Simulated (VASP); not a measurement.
A run of VASP 6.6.1 is set up as follows.

Contents of POSCAR:

```
KZnF3
1.0
    4.0500000000      0.0000000000      0.0000000000
    0.0000000000      4.0500000000      0.0151875000
    0.0000000000      0.0151875000      4.0500000000
K Zn F
1 1 3
Direct
    0.0000000000      0.0000000000      0.0000000000
    0.5000000000      0.5000000000      0.5000000000
    0.5000000000      0.5000000000      0.0000000000
    0.0000000000      0.5000000000      0.5000000000
    0.5000000000      0.0000000000      0.5000000000
```

The input INCAR.step1:

```
SYSTEM = KZnF3
PREC     = Accurate       ! precision mode
ENCUT    = 520            ! plane-wave cutoff, eV
ISMEAR   = 0              ! smearing method
SIGMA    = 0.05           ! smearing width, eV
LREAL    = .False.        ! projectors in reciprocal space
LASPH    = .True.         ! aspherical terms in the spheres
NELM     = 80             ! most SCF steps
NBANDS   = 29             ! bands
GGA      = PE             ! functional
ALGO     = Normal         ! electronic algorithm
EDIFF    = 1E-4           ! SCF threshold, eV
LWAVE    = .True.         ! write WAVECAR
LCHARG   = .False.        ! write CHGCAR
```

Contents of INCAR.step2:

```
SYSTEM = KZnF3
PREC     = Accurate       ! precision mode
ENCUT    = 520            ! plane-wave cutoff, eV
EDIFF    = 1E-6           ! SCF threshold, eV
ISMEAR   = 0              ! smearing method
SIGMA    = 0.05           ! smearing width, eV
LREAL    = .False.        ! projectors in reciprocal space
LASPH    = .True.         ! aspherical terms in the spheres
NELM     = 80             ! most SCF steps
ALGO     = Normal         ! electronic algorithm
ISIF     = 2              ! what is computed and relaxed
LWAVE    = .False.        ! write WAVECAR
LCHARG   = .True.         ! write CHGCAR
METAGGA  = R2SCAN         ! meta-GGA
LMIXTAU  = .True.       
LELF     = .True.         ! ELF
LVHAR    = .True.       
NBANDS   = 29             ! bands
ISTART   = 1
```

The input KPOINTS:

```
regular mesh
0
Gamma
  6 6 6
  0 0 0
```

Potentials or basis: VASP PAW PBE potentials, release 64 (K_sv, Zn, F).

Run with:

```bash
$ cat potpaw_PBE.64/K_sv/POTCAR potpaw_PBE.64/Zn/POTCAR potpaw_PBE.64/F/POTCAR > POTCAR
$ cp INCAR.step1 INCAR
$ mpirun -np 1 vasp_std > vasp.out
$ cp INCAR.step2 INCAR
$ mpirun -np 1 vasp_std > vasp.out
```

Estimate the band gap on the k mesh.

4.58 eV (least direct gap 6.55 eV).

What does it give for the pressure?

0.0 GPa.

Stress tensor (GPa, compression positive):
```
 0.03  0.00  0.00
 0.00  0.04 -0.28
 0.00 -0.28  0.04
```

Caveat: the cell differs from its parent crystal (strain +0.0075 x Voigt [0, 0, 0, 1, 0, 0]); the PAW data sets were made with another functional, which shifts forces and pressure a little. A k mesh can miss the band edges.
